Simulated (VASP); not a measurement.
Runs of VASP 6.6.1 on Ir4Pt3. The structure is that of space group Im-3m (No. 229), or close to it. The cells are those of the table. 

| cell | k mesh | cutoff (eV) | smearing | gap on the mesh (eV) | pressure (GPa) |
| --- | --- | --- | --- | --- | --- |
| a = 5.332 Å, angles 109.5°, 7 atoms | 4 × 4 × 4 | 500 | gaussian 0.2 eV | none | (a) |
| a = 5.332 Å, angles 109.5°, 7 atoms | 4 × 4 × 4 | 500 | gaussian 0.1 eV | none | -0.4 |
| a = 5.331 Å, angles 109.5°, 7 atoms | 4 × 4 × 4 | 500 | gaussian 0.2 eV | none | -0.2 |
| a = 5.325 Å, angles 109.5°, 7 atoms | 8 × 8 × 8 | 520 | gaussian 0.1 eV | none | -0.2 |

Alike in all rows: task single point; level PBE; potentials or basis VASP PAW PBE potentials, release 64 (Ir, Pt); no spin polarisation.

**Question.** Fill in the values left out.

**Answer.** (a) -0.3.

Caveats: some runs use coarse meshes; spin-orbit coupling is left out, which moves the levels of the heavy elements.

A k mesh can miss the band edges, and the runs leave out spin-orbit coupling on Ir, Pt.

A gap of «none» marks levels without a gap at the run's occupations.
